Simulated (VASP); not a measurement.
# Hg (P6_3/mmc) in VASP: notebook

Hg is run at these levels: PBE+D3(BJ); tasks: single point, relaxation of cell and atoms.

All numbers are computed with VASP 6.6.1; they aren't measurements. Logs are shortened: lines on timing, memory, paths and dates and some standing lists are left out, and cuts for length are marked.

### 1 The cell of the first run

The structure is hexagonal, space group P6_3/mmc (No. 194). Conventional cell: a = 2.828 Å, b = 2.828 Å, c = 9.477 Å, α = 90.00°, β = 90.00°, γ = 120.00°. Within 3.7 Å of Hg (site symmetry -3m) lie 12 Hg at 2.83 to 2.88 Å. Within 3.7 Å of Hg (site symmetry -6m2) lie 12 Hg at 2.83 to 2.88 Å.

### 2 Single point, PBE+D3(BJ)

Contents of INCAR:

```
SYSTEM = Hg
PREC = Accurate ; ENCUT = 520
EDIFF = 1E-7 ; ISMEAR = 0
SIGMA = 0.1 ; LREAL = .FALSE.
LASPH = .TRUE. ; NELM = 100
ALGO = Fast ; ISIF = 2
LWAVE = .FALSE. ; LCHARG = .TRUE.
GGA = PE ; IVDW = 12
LELF = .TRUE. ; LVHAR = .TRUE.
NBANDS = 32
```

Contents of KPOINTS:

```
Automatic mesh
0
G
  18 18 6
  0 0 0
```

Contents of POSCAR:

```
Hg
1.0
    2.8280489650      0.0000000000      0.0000000000
   -1.4140244825      2.4491622468      0.0000000000
    0.0000000000      0.0000000000      9.4772939121
Hg
4
Direct
    0.0000000000      0.0000000000      0.0000000000
    0.3333333333      0.6666666667      0.2500000000
    0.0000000000      0.0000000000      0.5000000000
    0.6666666667      0.3333333333      0.7500000000
```

Potentials or basis: VASP PAW PBE potentials, release 64 (Hg).

Launch:

```bash
$ cat potpaw_PBE.64/Hg/POTCAR > POTCAR
$ mpirun -np 1 vasp_std > vasp.out
```

OUTCAR:

```text
SYSTEM = Hg
   PREC = Accurate
   ENCUT = 520
   EDIFF = 1E-7
   ISMEAR = 0
   LREAL = .FALSE.
   LASPH = .TRUE.
   NELM = 100
   ISIF = 2
   GGA = PE
   IVDW = 12
 IVDW          = 12

 ion  position               nearest neighbor table
   1  0.000  0.000  0.000-   2 2.88   4 2.88   2 2.88   4 2.88   4 2.88   2 2.88
   2  0.333  0.667  0.250-   1 2.88   3 2.88   1 2.88   3 2.88   1 2.88   3 2.88
   3  0.000  0.000  0.500-   2 2.88   4 2.88   2 2.88   4 2.88   4 2.88   2 2.88
   4  0.667  0.333  0.750-   1 2.88   3 2.88   1 2.88   3 2.88   1 2.88   3 2.88

  LATTYP: Found a hexagonal cell.
 ALAT       =     2.8280489650
 C/A-ratio  =     3.3511774476

  Lattice vectors:

 A1 = (   2.8280489650,   0.0000000000,   0.0000000000)
 A2 = (  -1.4140244825,   2.4491622468,   0.0000000000)
 A3 = (   0.0000000000,   0.0000000000,   9.4772939121)

Analysis of symmetry for initial positions (statically):
=====================================================================
 Subroutine PRICEL returns:
 Original cell was already a primitive cell.

 Routine SETGRP: Setting up the symmetry group for a
 hexagonal supercell.

 Subroutine GETGRP returns: Found 24 space group operations
 (whereof 12 operations were pure point group operations)
 out of a pool of 24 trial point group operations.

The static configuration has the point symmetry D_3d.
 The point group associated with its full space group is D_6h.

Analysis of symmetry for dynamics (positions and initial velocities):
=====================================================================
 Subroutine PRICEL returns:
 Original cell was already a primitive cell.

 Routine SETGRP: Setting up the symmetry group for a
 hexagonal supercell.

 Subroutine GETGRP returns: Found 24 space group operations
 (whereof 12 operations were pure point group operations)
 out of a pool of 24 trial point group operations.

The dynamic configuration has the point symmetry D_3d.
 The point group associated with its full space group is D_6h.

 Subroutine INISYM returns: Found 24 space group operations
 (whereof 12 operations are pure point group operations),
 and found     1 'primitive' translations

----------------------------------------------------------------------------------------

                                     Primitive cell

  volume of cell :      65.6431

  direct lattice vectors                    reciprocal lattice vectors
     2.828048965  0.000000000  0.000000000     0.353600667  0.204151440  0.000000000
    -1.414024482  2.449162247  0.000000000     0.000000000  0.408302880  0.000000000
[... 94 lines left out ...]
   NFREE  =      0    steps in history (QN), initial steepest desc. (CG)
   ISIF   =      2    stress and relaxation
   ISYM   =      2    0-nonsym 1-usesym 2-fastsym
   POTIM  = 0.5000    time-step for ionic-motion
   TEBEG  =    0.0;   TEEND  =   0.0 temperature during run
   PSTRESS=    0.0 pullay stress
   NELECT =      48.0000    total number of electrons
   NUPDOWN=      -1.0000    fix difference up-down
   EMIN   =  10.00;   EMAX   =-10.00  energy-range for DOS
   EFERMI =   0.00;   METHOD = LEGACY
   ISMEAR =     0;   SIGMA  =   0.10  broadening in eV -4-tet -1-fermi 0-gaus
   EFERMI_NEDOS =   21; number of points for ismear=-14 and -15
   IALGO  =     68    algorithm
   IMIX   =      4    mixing-type and parameters
     AMIX     =   0.40;   BMIX     =  1.00
     AMIX_MAG =   1.60;   BMIX_MAG =  1.00
  volume/ion in A,a.u.               =      16.41       110.75
  Fermi-wavevector in a.u.,A,eV,Ry     =   1.474888  2.787134 29.596670  2.175294
  Thomas-Fermi vector in A             =   2.589604
   LORBIT       =      0    0 simple, 1 ext, 2 COOP (PROOUT), +10 PAW based schemes
   GGA     = PE    functional components
   LHFCALC =     F    Hartree Fock is set to
   AEXX    =    0.0000 exact exchange contribution
   IVDW    =    12    specifies the selected vdW correction
   LEPSILON=     F    determine dielectric tensor
   LRPA    =     F    only Hartree local field effects (RPA)
 non-spin polarized calculation
 RMM-DIIS sequential band-by-band and
 Gauss-broadening in eV      SIGMA  =   0.10
  energy-cutoff  :      520.00
  volume of cell :       65.64
 maximum number of plane-waves:      1784
 NGX is ok and might be reduce to    24
   NGX = 11   NGY = 11   NGZ = 35

 number of electron      47.9999993 magnetization

 Free energy of the ion-electron system (eV)
  ---------------------------------------------------
  ext. energy  EPLUGINS =         0.00000000
  ---------------------------------------------------
  free energy    TOTEN  =         3.66253812 eV

  energy without entropy =        3.67025528  energy(sigma->0) =        3.66639670

 E-fermi :   7.0483     XC(G=0): -12.9753

 val. band max:        7.0410404142   @ k =   0.1667   0.0556   0.1667
 cond. band min:       7.0832949509   @ k =   0.3333   0.0556   0.0000
 fundamental gap:      0.0422545368
 Fermi energy:         7.0482787887

 k-point     1 :       0.0000    0.0000    0.0000
  band No.  band energies     occupation
      1      -6.2602      2.00000
      2      -4.7067      2.00000
      3      -4.6877      2.00000
      4      -4.4101      2.00000
      5      -2.3757      2.00000
      6      -2.2401      2.00000
[... 829 lines left out ...]
     31      14.7616      0.00000
     32      15.6843      0.00000

 [... further k-points ...]

------------------------ aborting loop because EDIFF is reached ----------------------------------------

 Edisp (eV)   -2.57529

 E8    (eV) :    -1.1673

  FORCE on cell =-STRESS in cart. coord.  units (eV):
  Direction    XX          YY          ZZ          XY          YZ          ZX
  --------------------------------------------------------------------------------------
  -------------------------------------------------------------------------------------
  Total      21.48965    21.48965    21.37493     0.00000    -0.00000     0.00000
  in kB     524.50674   524.50674   521.70671     0.00000    -0.00000     0.00000
  external pressure =      523.57 kB  Pullay stress =        0.00 kB

 VOLUME and BASIS-vectors are now :
 -----------------------------------------------------------------------------
  energy-cutoff  :      520.00
  volume of cell :       65.64
      direct lattice vectors                 reciprocal lattice vectors
     2.828048965  0.000000000  0.000000000     0.353600667  0.204151440  0.000000000
    -1.414024482  2.449162247  0.000000000     0.000000000  0.408302880  0.000000000
     0.000000000  0.000000000  9.477293912     0.000000000  0.000000000  0.105515352

 POSITION                                       TOTAL-FORCE (eV/Angst)
 -----------------------------------------------------------------------------------
      0.00000      0.00000      0.00000        -0.000000      0.000000      0.000000
     -0.00000      1.63277      2.36932        -0.000000      0.000000     -0.000000
      0.00000      0.00000      4.73865        -0.000000      0.000000      0.000000
      1.41402      0.81639      7.10797         0.000000     -0.000000     -0.000000
 -----------------------------------------------------------------------------------
    total drift:                               -0.000000      0.000000      0.000000

  FREE ENERGIE OF THE ION-ELECTRON SYSTEM (eV)
  ---------------------------------------------------
  free  energy   TOTEN  =         1.0872443640 eV

  energy  without entropy=        1.0949615296  energy(sigma->0) =        1.09110295
```

OSZICAR:

```text
N       E                     dE             d eps       ncg     rms          rms(c)
DAV:   1     0.459257366068E+03    0.45926E+03   -0.25572E+04  9504   0.157E+03
DAV:   2     0.154706498865E+02   -0.44379E+03   -0.42231E+03  9744   0.431E+02
DAV:   3     0.343897406922E+01   -0.12032E+02   -0.11878E+02 11272   0.802E+01
DAV:   4     0.339697338091E+01   -0.42001E-01   -0.41977E-01 10088   0.411E+00
DAV:   5     0.339691554754E+01   -0.57833E-04   -0.57832E-04 11288   0.150E-01    0.247E+01
RMM:   6     0.361038969506E+01    0.21347E+00   -0.32203E-01  9503   0.418E+00    0.157E+01
RMM:   7     0.365409562375E+01    0.43706E-01   -0.18111E-01  9621   0.272E+00    0.850E-01
RMM:   8     0.366259965115E+01    0.85040E-02   -0.39463E-02  9696   0.174E+00    0.234E-01
RMM:   9     0.366256064761E+01   -0.39004E-04   -0.19303E-04 10242   0.114E-01    0.841E-02
RMM:  10     0.366253785615E+01   -0.22791E-04   -0.29250E-05 10559   0.528E-02    0.109E-02
RMM:  11     0.366253835047E+01    0.49432E-06   -0.44644E-06 10505   0.164E-02    0.328E-03
RMM:  12     0.366253809977E+01   -0.25070E-06   -0.49229E-07  9437   0.631E-03    0.815E-04
RMM:  13     0.366253811870E+01    0.18929E-07   -0.68471E-08  6854   0.205E-03
   1 F= 0.10872444E+01 E0= 0.10911029E+01  d E =-.771717E-02
```

stdout:

```text
POSCAR found type information on POSCAR Hg
 POSCAR found :  1 types and       4 ions
 scaLAPACK will be used
 LDA part: xc-table for (Slater+PW92), standard interpolation
 POSCAR, INCAR and KPOINTS ok, starting setup
 FFT: planning ... GRIDC
 FFT: planning ... GRID_SOFT
 FFT: planning ... GRID
 WAVECAR not read
 entering main loop
```

Run time: 1.8 min. Hardware: 1 thread of Intel Xeon 6975P-C (Granite Rapids), shared host; peak memory 0.36 GiB.

What came out:

```
Free energy                : 1.0872 eV
Pressure                   : 52.4 GPa
Band gap on the k mesh     : zero (bands 24 and 25 overlap by 2.23 eV)
Dispersion energy per atom : -0.644 eV
```

Stress tensor (GPa, compression positive):
```
52.45  0.00  0.00
 0.00 52.45  0.00
 0.00  0.00 52.17
```

Levels at points of the mesh, in eV from the Fermi level:
| k point | band 21 | band 22 | band 23 | band 24 | band 25 | band 26 | band 27 | band 28 |
| --- | --- | --- | --- | --- | --- | --- | --- | --- |
| (0.00, 0.00, 0.00) | -7.49 | -6.99 | -6.99 | -4.30 | -1.48 | 7.38 | 7.41 | 13.03 |
| (0.50, 0.00, 0.00) | -3.87 | -2.94 | -2.87 | -2.44 | -0.31 | -0.07 | 2.81 | 3.58 |
| (0.00, 0.00, 0.50) | -7.19 | -7.19 | -6.98 | -6.98 | 2.15 | 2.15 | 12.17 | 12.17 |
| (0.50, 0.00, 0.50) | -3.46 | -3.46 | -2.55 | -2.55 | 0.49 | 0.49 | 1.85 | 1.85 |

Caveat: the cell stands under pressure; spin-orbit coupling is left out, which moves the levels of the heavy elements.

### 3 Relaxation of cell and atoms, PBE+D3(BJ)

This run uses another cell than the first one, of 25.54 Å³/atom.

Contents of INCAR:

```
SYSTEM = Hg
  ALGO = Normal
  EDIFF = 1E-7
  EDIFFG = -0.005
  ENCUT = 600
  GGA = PE
  IBRION = 2
  ISIF = 3
  ISMEAR = 0
  IVDW = 12
  LASPH = .TRUE.
  LCHARG = .FALSE.
  LREAL = .FALSE.
  LWAVE = .FALSE.
  NELM = 100
  NSW = 100
  PREC = Accurate
  SIGMA = 0.1
```

Contents of KPOINTS:

```
k-points
0
G
  15 15 4
  0 0 0
```

Contents of POSCAR:

```
Hg
1.0
    3.3374995657      0.0000000000      0.0000000000
   -1.6687497829      2.8903594090      0.0000000000
    0.0000000000      0.0000000000     10.5882697919
Hg
4
Direct
    0.0000000000      0.0000000000      0.0000000000
    0.3333333333      0.6666666667      0.2500000000
    0.0000000000      0.0000000000      0.5000000000
    0.6666666667      0.3333333333      0.7500000000
```

Potentials or basis: VASP PAW PBE potentials, release 64 (Hg).

Launch:

```bash
$ cat potpaw_PBE.64/Hg/POTCAR > POTCAR
$ mpirun -np 1 vasp_std > vasp.out
```

It took 4.6 min on 1 thread of Intel Xeon 6975P-C (Granite Rapids), shared host; peak memory 0.41 GiB.

It converged, with:

| Item | Value |
| --- | --- |
| Free energy | -2.2147 eV |
| Relaxed volume | 25.86 Å³/atom |
| Relaxed cell | a = 3.351 Å, b = 3.351 Å, c = 10.636 Å, α = 90.00°, β = 90.00°, γ = 120.00° |
| Space group after relaxing (to 0.1 Å) | P6_3/mmc (No. 194) |
| Energy gained by relaxing | 0.3 meV/atom |
| Ionic steps | 3 |
| Pressure after relaxing | 0.0 GPa |
| Band gap on the k mesh | zero (bands 24 and 25 overlap by 0.98 eV) |
| Dispersion energy per atom | -0.405 eV |

Step by step:
| step | energy change (eV) | largest force (eV/Å) | pressure (GPa) | volume (Å³) |
| --- | --- | --- | --- | --- |
| 1 | 0.0000 | 0.0000 | 0.28 | 102.14 |
| 2 | -0.0008 | 0.0000 | 0.14 | 102.80 |
| 3 | -0.0011 | 0.0000 | 0.00 | 103.46 |

Final structure:
```xyz
4
Lattice="3.3514 0.0000 0.0000 -1.6757 2.9024 0.0000 0.0000 0.0000 10.6359" Properties=species:S:1:pos:R:3 pbc="T T T"
Hg    0.0000    0.0000    0.0000
Hg    0.0000    1.9349    2.6590
Hg    0.0000    0.0000    5.3180
Hg    1.6757    0.9675    7.9769
```

Levels at points of the mesh, in eV from the Fermi level:
```tsv
k point	band 22	band 23	band 24	band 25	band 26	band 27
(0.00, 0.00, 0.00)	-5.48	-5.48	-1.21	-0.80	6.93	6.94
(0.00, 0.00, 0.50)	-5.58	-3.93	-3.93	2.66	2.66	11.58
```

Caveat: spin-orbit coupling is left out, which moves the levels of the heavy elements.

### 4 Single point, PBE+D3(BJ)

This run uses another cell than the first one, of 25.15 Å³/atom.

Contents of INCAR:

```
  ALGO = Fast
  EDIFF = 1E-6
  ENCUT = 520
  GGA = PE
  ISIF = 2
  ISMEAR = 0
  IVDW = 12
  LASPH = T
  LCHARG = T
  LELF = T
  LREAL = F
  LVHAR = T
  LWAVE = F
  NBANDS = 32
  NELM = 100
  PREC = Accurate
  SIGMA = 0.1
```

Contents of KPOINTS:

```
k-points
0
Gamma
  18 18 6
```

Contents of POSCAR:

```
Hg
1.0
    3.3281539700      0.0000000000      0.0000000000
   -1.6640769850      2.8822658857      0.0000000000
    0.0000000000      0.0000000000     10.4855776153
Hg
4
Direct
    0.0000000000      0.0000000000      0.0000000000
    0.3333333333      0.6666666667      0.2500000000
    0.0000000000      0.0000000000      0.5000000000
    0.6666666667      0.3333333333      0.7500000000
```

Launch:

```bash
$ cat potpaw_PBE.64/Hg/POTCAR > POTCAR
$ mpirun -np 1 vasp_std > vasp.out
```

Run time: 7.9 min. Hardware: 1 thread of Oxide Virtual Turin-like, shared host; peak memory 0.45 GiB.

The run converged. Its results:

```yaml
Free_energy: -2.2086 eV
Pressure: 0.5 GPa
Band_gap_on_the_k_mesh: zero (bands 24 and 25 overlap by 1.15 eV)
Dispersion_energy_per_atom: -0.416 eV
```

Levels at points of the mesh, in eV from the Fermi level:
| k point | band 22 | band 23 | band 24 | band 25 | band 26 | band 27 |
| --- | --- | --- | --- | --- | --- | --- |
| (0.00, 0.00, 0.00) | -5.57 | -5.57 | -1.14 | -0.95 | 7.13 | 7.15 |
| (0.50, 0.00, 0.00) | -2.23 | -0.98 | -0.78 | -0.44 | -0.41 | 3.03 |
| (0.00, 0.00, 0.50) | -5.67 | -4.06 | -4.06 | 2.73 | 2.73 | 11.89 |
| (0.50, 0.00, 0.50) | -2.07 | -1.72 | -1.72 | 1.08 | 1.08 | 1.63 |

Caveat: spin-orbit coupling is left out, which moves the levels of the heavy elements.

### 5 The runs side by side

```csv
task,cell,k mesh,cutoff (eV),gap on the mesh (eV),pressure (GPa)
single point,"a = 2.828, b = 2.828, c = 9.477 Å, angles 90.0, 90.0, 120.0°, 4 atoms",18 × 18 × 6,520,none,52.4
relaxation of cell and atoms,"relaxed from a = 3.337, b = 3.337, c = 10.588 Å, angles 90.0, 90.0, 120.0°, 4 atoms",15 × 15 × 4,600,none,0.0
single point,"a = 3.328, b = 3.328, c = 10.486 Å, angles 90.0, 90.0, 120.0°, 4 atoms",18 × 18 × 6,520,none,0.5
```

Alike in all rows: level PBE+D3(BJ); potentials or basis VASP PAW PBE potentials, release 64 (Hg); no spin polarisation; smearing gaussian 0.1 eV.

Caveats: spin-orbit coupling is left out, which moves the levels of the heavy elements; the cell stands under pressure (at least some runs).

Absolute energies hang on the potentials; compare differences alone.
